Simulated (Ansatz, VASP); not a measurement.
## Na2S in VASP and in Ansatz

```xyz
3
Lattice="0.0000 3.2806 3.2806 3.2806 0.0000 3.2806 3.2806 3.2806 0.0000" Properties=species:S:1:pos:R:3 pbc="T T T"
Na    1.6403    1.6403    1.6403
Na    4.9209    4.9209    4.9209
S     0.0000    0.0000    0.0000
```

Alike in both runs: task single point; functional PBE; k mesh 8 × 8 × 8; occupations gaussian, width 0.02 eV; no spin polarisation.

|  | VASP | Ansatz |
| --- | --- | --- |
| version | VASP 6.6.1 | Ansatz 0.2.0 |
| potentials or method | VASP PAW PBE potentials, release 64 (Na_pv, S), cutoff 500 eV | scalar-relativistic, plane waves, PAW |
| valence electrons in the cell | 20 | 24 |

Ansatz gave:

| Item | Value |
| --- | --- |
| gap on the k mesh at the Fermi level (eV) | 2.46 |
| least direct gap on the mesh (eV) | 2.46 |
| pressure (GPa) | 0.1 |

**Question.** Which values does VASP return?

**Answer.** gap on the k mesh at the Fermi level (eV): 2.45; least direct gap on the mesh (eV): 2.45; pressure (GPa): 0.1.

VASP's potentials hold 20 valence electrons a cell and Ansatz's 24, so a difference there can come from the potentials and not from the codes.
